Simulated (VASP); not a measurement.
**SiC (Moissanite 6H): single point with r2SCAN**

SiC (Moissanite 6H):

```xyz
12
Lattice="3.0783 0.0000 0.0000 -1.5392 2.6659 0.0000 0.0000 0.0000 15.1083" Properties=species:S:1:pos:R:3 pbc="T T T"
Si    0.0000    0.0000    1.8890
Si    0.0000    0.0000    9.4432
Si    0.0000    1.7773    4.4088
Si    1.5392    0.8886   11.9630
Si    0.0000    1.7773   14.4782
Si    1.5392    0.8886    6.9241
C     0.0000    0.0000   -0.0047
C     0.0000    0.0000    7.5494
C     0.0000    1.7773    2.5208
C     1.5392    0.8886   10.0750
C     0.0000    1.7773   12.5900
C     1.5392    0.8886    5.0359
```

```json
{
  "Program": "VASP 6.6.1",
  "Task": "single point",
  "Functional": "r2SCAN",
  "Potentials or basis": "VASP PAW PBE potentials, release 64 (Si, C)",
  "Cutoff": "520 eV",
  "k mesh": "12 × 12 × 2",
  "Occupations": "fermi-dirac, width 0.02 eV",
  "Spin": "no spin polarisation"
}
```

```
Pressure               : -0.2 GPa
Largest force          : 0.003 eV/Å
Band gap on the k mesh : 2.40 eV, indirect (least direct gap 3.55 eV)
```

Forces in eV/Å, atoms in the order of the input:
```
Si   0.000  0.000  0.003
Si   0.000  0.000  0.003
Si   0.000  0.000  0.000
Si   0.000  0.000  0.000
Si   0.000  0.000  0.001
Si   0.000  0.000  0.001
C    0.000  0.000 -0.001
C    0.000  0.000 -0.001
C    0.000  0.000 -0.002
C    0.000  0.000 -0.002
C    0.000  0.000 -0.001
C    0.000  0.000 -0.001
```

Levels at points of the mesh, in eV from the valence-band top:
| k point | band 21 | band 22 | band 23 | band 24 | band 25 | band 26 | band 27 | band 28 |
| --- | --- | --- | --- | --- | --- | --- | --- | --- |
| (0.00, 0.00, 0.00) | -0.32 | -0.04 | 0.00 | 0.00 | 5.76 | 5.94 | 6.34 | 6.86 |
| (0.50, 0.00, 0.00) | -1.90 | -1.87 | -1.72 | -1.16 | 2.40 | 2.61 | 3.67 | 4.35 |
| (0.00, 0.00, 0.50) | -0.10 | -0.10 | -0.10 | -0.10 | 5.83 | 5.83 | 6.58 | 6.58 |
| (0.50, 0.00, 0.50) | -1.79 | -1.79 | -1.37 | -1.37 | 2.46 | 2.46 | 3.89 | 3.89 |

Run time: 14 min on 1 thread of AMD EPYC 7R43 64-Core Processor (Zen 3), with other jobs on the host, peak memory 0.28 GiB.

Caveat: the PAW data sets were made with another functional, which shifts forces and pressure a little. A k mesh can miss the band edges.
